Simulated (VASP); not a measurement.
# N (P6_3/mmc) in VASP: a series of runs

Aim: see how the results for N move with the level of theory and the settings. Levels: PBE-based screened hybrid with 25 % exact exchange, PBEsol, PBE. Tasks: single point.

Everything below comes from runs of VASP 6.6.1. Logs are shortened: lines on timing, memory, paths and dates and some standing lists are left out, and cuts for length are marked.

### Step 1. The cell of the first run

Symmetry: P6_3/mmc, No. 194, hexagonal system. The conventional cell has a = 2.519 Å, b = 2.519 Å, c = 2.446 Å, α = 90.00°, β = 90.00°, γ = 120.00°. Within 2.6 Å of N (site symmetry -6m2) lie 14 N at 1.90 to 2.52 Å.

### Step 2. Single point, PBE-based screened hybrid with 25 % exact exchange

Contents of POSCAR:

```
N
1.0
    2.5194737886      0.0000000000      0.0000000000
   -1.2597368943      2.1819283051      0.0000000000
    0.0000000000      0.0000000000      2.4460020000
N
2
Direct
    0.3333333333      0.6666666667      0.7500000000
    0.6666666667      0.3333333333      0.2500000000
```

Contents of INCAR.step1:

```
PREC = Accurate ; ENCUT = 520
EDIFF = 1E-5 ; ISMEAR = -1
SIGMA = 0.05 ; LREAL = False
LASPH = True ; NELM = 60
ALGO = Normal ; ISIF = 2
LWAVE = True ; LCHARG = False
NBANDS = 12 ; GGA = PE
```

Contents of INCAR.step2:

```
PREC = Accurate ; ENCUT = 520
EDIFF = 1E-7 ; ISMEAR = -1
SIGMA = 0.05 ; LREAL = False
LASPH = True ; NELM = 60
ALGO = Normal ; ISIF = 2
LWAVE = False ; LCHARG = False
GGA = PE ; LHFCALC = True
AEXX = 0.25 ; HFSCREEN = 0.15
PRECFOCK = Normal ; NBANDS = 12
ISTART = 1
```

Contents of KPOINTS:

```
regular mesh
0
Gamma
  6 6 6
```

Potentials or basis: VASP PAW PBE potentials, release 64 (N).

Run with:

```
$ cat potpaw_PBE.64/N/POTCAR > POTCAR
$ cp INCAR.step1 INCAR
$ mpirun -np 1 vasp_std > vasp.out
$ cp INCAR.step2 INCAR
$ mpirun -np 1 vasp_std > vasp.out
```

OUTCAR:

```text
PREC = Accurate
   ENCUT = 520
   EDIFF = 1E-7
   ISMEAR = -1
   LREAL = False
   LASPH = True
   NELM = 60
   ISIF = 2
   GGA = PE
   LHFCALC = True
   AEXX = 0.25
   HFSCREEN = 0.15
   PRECFOCK = Normal
   ISTART = 1

 ion  position               nearest neighbor table
   1  0.333  0.667  0.750-
   2  0.667  0.333  0.250-

  LATTYP: Found a hexagonal cell.
 ALAT       =     2.5194737886
 C/A-ratio  =     0.9708384390

  Lattice vectors:

 A1 = (   2.5194737886,   0.0000000000,   0.0000000000)
 A2 = (  -1.2597368943,   2.1819283051,   0.0000000000)
 A3 = (   0.0000000000,   0.0000000000,   2.4460020000)

Analysis of symmetry for initial positions (statically):
=====================================================================
 Subroutine PRICEL returns:
 Original cell was already a primitive cell.

 Routine SETGRP: Setting up the symmetry group for a
 hexagonal supercell.

 Subroutine GETGRP returns: Found 24 space group operations
 (whereof 12 operations were pure point group operations)
 out of a pool of 24 trial point group operations.

The static configuration has the point symmetry D_3d.
 The point group associated with its full space group is D_6h.

Analysis of symmetry for dynamics (positions and initial velocities):
=====================================================================
 Subroutine PRICEL returns:
 Original cell was already a primitive cell.

 Routine SETGRP: Setting up the symmetry group for a
 hexagonal supercell.

 Subroutine GETGRP returns: Found 24 space group operations
 (whereof 12 operations were pure point group operations)
 out of a pool of 24 trial point group operations.

The dynamic configuration has the point symmetry D_3d.
 The point group associated with its full space group is D_6h.

 Subroutine INISYM returns: Found 24 space group operations
 (whereof 12 operations are pure point group operations),
 and found     1 'primitive' translations

----------------------------------------------------------------------------------------

                                     Primitive cell

  volume of cell :      13.4464

  direct lattice vectors                    reciprocal lattice vectors
     2.519473789  0.000000000  0.000000000     0.396908277  0.229155100  0.000000000
    -1.259736894  2.181928305  0.000000000     0.000000000  0.458310201  0.000000000
     0.000000000  0.000000000  2.446002000     0.000000000  0.000000000  0.408830410

  length of vectors
     2.519473789  2.519473789  2.446002000     0.458310201  0.458310201  0.408830410

  position of ions in fractional coordinates (direct lattice)
     0.333333333  0.666666667  0.750000000
     0.666666667  0.333333333  0.250000000

  ion indices of the primitive-cell ions
   primitive index   ion index
                 1           1
                 2           2

----------------------------------------------------------------------------------------

 KPOINTS: regular mesh

Automatic generation of k-mesh.
 Grid dimensions read from file:
 generate k-points for:    6    6    6

 Generating k-lattice:

  Cartesian coordinates                     Fractional coordinates (reciprocal lattice)
     0.066151379  0.038192517  0.000000000     0.166666667  0.000000000  0.000000000
     0.000000000  0.076385033  0.000000000     0.000000000  0.166666667  0.000000000
     0.000000000  0.000000000  0.068138402     0.000000000  0.000000000  0.166666667

  Length of vectors
     0.076385033  0.076385033  0.068138402

  Shift w.r.t. Gamma in fractional coordinates (k-lattice)
     0.000000000  0.000000000  0.000000000

 Subroutine IBZKPT returns following result:
 ===========================================

 Found     28 irreducible k-points:

 Following reciprocal coordinates:
            Coordinates               Weight
  0.000000  0.000000  0.000000      1.000000
  0.166667  0.000000  0.000000      6.000000
  0.333333 -0.000000  0.000000      6.000000
  0.500000  0.000000  0.000000      3.000000
  0.166667  0.166667  0.000000      6.000000
  0.333333  0.166667  0.000000     12.000000
[... 16 lines left out ...]
  0.166667  0.000000  0.500000      6.000000
  0.333333 -0.000000  0.500000      6.000000
 [... further k-points ...]
   k-points           NKPTS =     28   k-points in BZ     NKDIM =    216   number of bands    NBANDS=     12
   number of dos      NEDOS =    301   number of ions     NIONS =      2
   total plane-waves  NPLWV =   7200
   dimension x,y,z NGX =    20 NGY =   20 NGZ =   18
   dimension x,y,z NGXF=    40 NGYF=   40 NGZF=   36
   ions per type =               2
   NGX,Y,Z   is equivalent  to a cutoff of  13.20, 13.20, 12.23 a.u.
   NGXF,Y,Z  is equivalent  to a cutoff of  26.39, 26.39, 24.47 a.u.
 SYSTEM =  unknown system
   PREC   = accura    normal or accurate (medium, high low for compatibility)
   ISTART =      1    job   : 0-new  1-cont  2-samecut
   ICHARG =      0    charge: 1-file 2-atom 10-const
   ISPIN  =      1    spin polarized calculation?
   LNONCOLLINEAR =      F non collinear calculations
   LSORBIT =      F    spin-orbit coupling
   LASPH  =      T    aspherical Exc in radial PAW
   ENCUT  =  520.0 eV  38.22 Ry    6.18 a.u.   4.68  4.68  4.55*2*pi/ulx,y,z
   NELM   =     60;   NELMIN=  2; NELMDL=  0     # of ELM steps
   EDIFF  = 0.1E-06   stopping-criterion for ELM
   LREAL  =      F    real-space projection
   EDIFFG = 0.1E-05   stopping-criterion for IOM
   NSW    =      0    number of steps for IOM
   IBRION =     -1    ionic relax: 0-MD 1-quasi-New 2-CG
   NFREE  =      0    steps in history (QN), initial steepest desc. (CG)
   ISIF   =      2    stress and relaxation
   ISYM   =      3    0-nonsym 1-usesym 2-fastsym
   POTIM  = 0.5000    time-step for ionic-motion
   TEBEG  =    0.0;   TEEND  =   0.0 temperature during run
   PSTRESS=    0.0 pullay stress
   NELECT =      10.0000    total number of electrons
   NUPDOWN=      -1.0000    fix difference up-down
   EMIN   =  10.00;   EMAX   =-10.00  energy-range for DOS
   EFERMI =   0.00;   METHOD = LEGACY
   ISMEAR =    -1;   SIGMA  =   0.05  broadening in eV -4-tet -1-fermi 0-gaus
   EFERMI_NEDOS =   21; number of points for ismear=-14 and -15
   IALGO  =     38    algorithm
   IMIX   =      1    mixing-type and parameters
     AMIX     =   0.40;   BMIX     =  1.00
     AMIX_MAG =   1.60;   BMIX_MAG =  1.00
  volume/ion in A,a.u.               =       6.72        45.37
  Fermi-wavevector in a.u.,A,eV,Ry     =   1.483221  2.802881 29.932052  2.199944
  Thomas-Fermi vector in A             =   2.596909
   LORBIT       =      0    0 simple, 1 ext, 2 COOP (PROOUT), +10 PAW based schemes
   GGA     = PE    functional components
   LHFCALC =     T    Hartree Fock is set to
   PRECFOCK=normal    Normal, Fast or Accurate (Low or Medium for compatibility)
   ENCUT4O =  -1.0   cutoff for four orbital integrals eV
   NKREDX  =     1    reduce k-point grid by
   NKREDY  =     1    reduce k-point grid by
   NKREDZ  =     1    reduce k-point grid by
   AEXX    =    0.2500 exact exchange contribution
   HFSCREEN=    0.1500 screening length (either q_TF or 0.3 A-1)
   HFSCREENC=   0.1500 screening length for correlation (either q_TF or 0.3 A-1)
   ENCUTFOCK=  -1.0 apply spherical cutoff to Coloumb kernel
   IVDW    =     0    specifies the selected vdW correction
   LEPSILON=     F    determine dielectric tensor
   LRPA    =     F    only Hartree local field effects (RPA)
 non-spin polarized calculation
  energy-cutoff  :      520.00
  volume of cell :       13.45
 maximum number of plane-waves:       381
 NGX is ok and might be reduce to    20
  NGX = 16; NGY = 16; NGZ = 14

 number of electron      10.0000000 magnetization

 Free energy of the ion-electron system (eV)
  ---------------------------------------------------
  ext. energy  EPLUGINS =         0.00000000
  ---------------------------------------------------
  free energy    TOTEN  =       -12.26660296 eV

  energy without entropy =      -12.26237255  energy(sigma->0) =      -12.26448776

 E-fermi :   6.8415     XC(G=0): -10.5898

 val. band max:        6.8397952636   @ k =   0.1667   0.0000   0.3333
 cond. band min:       7.1650692536   @ k =   0.0000   0.0000   0.3333
 fundamental gap:      0.3252739900
 Fermi energy:         6.8414814542

 k-point     1 :       0.0000    0.0000    0.0000
  band No.  band energies     occupation
      1     -18.0659      2.00000
      2      -0.2321      2.00000
      3       1.1459      2.00000
      4       3.8319      2.00000
      5       3.8319      2.00000
      6      10.5808      0.00000
      7      10.5808      0.00000
      8      14.5473      0.00000
      9      22.3785      0.00000
     10      26.0333      0.00000
     11      33.7053      0.00000
     12      33.7053      0.00000

 k-point     2 :       0.1667    0.0000    0.0000
  band No.  band energies     occupation
      1     -17.3502      2.00000
      2      -2.3798      2.00000
      3       1.7881      2.00000
      4       2.8324      2.00000
      5       4.0347      2.00000
      6      10.2750      0.00000
      7      11.5711      0.00000
      8      13.5427      0.00000
      9      23.8122      0.00000
     10      25.7521      0.00000
     11      34.8053      0.00000
     12      34.8201      0.00000

 k-point     3 :       0.3333   -0.0000    0.0000
  band No.  band energies     occupation
      1     -15.2975      2.00000
      2      -6.6875      2.00000
      3       1.4107      2.00000
      4       3.5416      2.00000
      5       4.1484      2.00000
      6      10.1373      0.00000
      7      11.0767      0.00000
      8      12.8384      0.00000
      9      22.6842      0.00000
     10      29.0416      0.00000
     11      35.8376      0.00000
     12      36.6957      0.00000
[... 286 lines left out ...]
 k-point    23 :       0.1667    0.0000    0.5000
  band No.  band energies     occupation
      1     -12.0492      2.00000
      2     -12.0492      2.00000
      3       4.0625      2.00000
      4       4.0625      2.00000
      5       7.2022      0.00147
      6       7.2022      0.00147
      7      11.4522      0.00000
      8      11.4522      0.00000
      9      27.5629      0.00000
     10      27.5629      0.00000
     11      33.4026      0.00000
     12      33.4026      0.00000

 k-point    24 :       0.3333   -0.0000    0.5000
  band No.  band energies     occupation
      1     -10.2294      2.00000
      2     -10.2294      2.00000
      3      -0.5083      2.00000
      4      -0.5083      2.00000
      5       6.2640      1.99998
      6       6.2640      1.99998
      7      12.0352      0.00000
      8      12.0352      0.00000
      9      27.2407      0.00000
     10      27.2407      0.00000
     11      37.9079      0.00000
     12      37.9079      0.00000

 [... further k-points ...]

------------------------ aborting loop because EDIFF is reached ----------------------------------------

  FORCE on cell =-STRESS in cart. coord.  units (eV):
  Direction    XX          YY          ZZ          XY          YZ          ZX
  --------------------------------------------------------------------------------------
  -------------------------------------------------------------------------------------
  Total        0.1721630      0.1721630     -0.6632659     -0.0000000      0.0000000      0.0000000
  in kB       20.5136635     20.5136635    -79.0298386     -0.0000000      0.0000000      0.0000000
  external PRESSURE =     -12.6675038 kB  Pullay stress =       0.0000000 kB

 VOLUME and BASIS-vectors are now :
 -----------------------------------------------------------------------------
  energy-cutoff  :      520.00
  volume of cell :       13.45
      direct lattice vectors                 reciprocal lattice vectors
     2.519473789  0.000000000  0.000000000     0.396908277  0.229155100  0.000000000
    -1.259736894  2.181928305  0.000000000     0.000000000  0.458310201  0.000000000
     0.000000000  0.000000000  2.446002000     0.000000000  0.000000000  0.408830410

 POSITION                                       TOTAL-FORCE (eV/Angst)
 -----------------------------------------------------------------------------------
     -0.00000      1.45462      1.83450         0.000000      0.000000     -0.000000
      1.25974      0.72731      0.61150        -0.000000     -0.000000      0.000000
 -----------------------------------------------------------------------------------
    total drift:                                0.000000     -0.000000      0.000000

  FREE ENERGIE OF THE ION-ELECTRON SYSTEM (eV)
  ---------------------------------------------------
  free  energy   TOTEN  =       -12.2666029641 eV

  energy  without entropy=      -12.2623725531  energy(sigma->0) =      -12.26448776
```

It took 15 min on 1 thread of Intel Xeon Platinum 8259CL at 2.50GHz (Skylake/Cascade Lake), shared host; peak memory 0.21 GiB.

Results:

* Free energy: -12.2666 eV
* Pressure: -1.3 GPa
* Band gap on the k mesh: zero (bands 5 and 6 overlap by 5.69 eV)

Stress tensor (GPa, compression positive):
```
 2.05  0.00  0.00
 0.00  2.05  0.00
 0.00  0.00 -7.90
```

Levels at points of the mesh, in eV from the Fermi level:
```
           k point  band 3  band 4  band 5  band 6  band 7  band 8
(0.00, 0.00, 0.00)   -5.70   -3.01   -3.01    3.74    3.74    7.71
(0.50, 0.00, 0.00)   -6.00   -2.73   -1.73    2.30    3.47    6.43
(0.00, 0.00, 0.50)    0.85    0.85    0.85    0.85    2.75    2.75
(0.50, 0.00, 0.50)   -9.94   -9.94   -0.97   -0.97    5.13    5.13
```

Caveat: the k points lie up to 0.48 Å⁻¹ apart, too coarse for converged energies and pressures of a metal; the PAW data sets were made with another functional, which shifts forces and pressure a little.

[end of part 1 of 3]
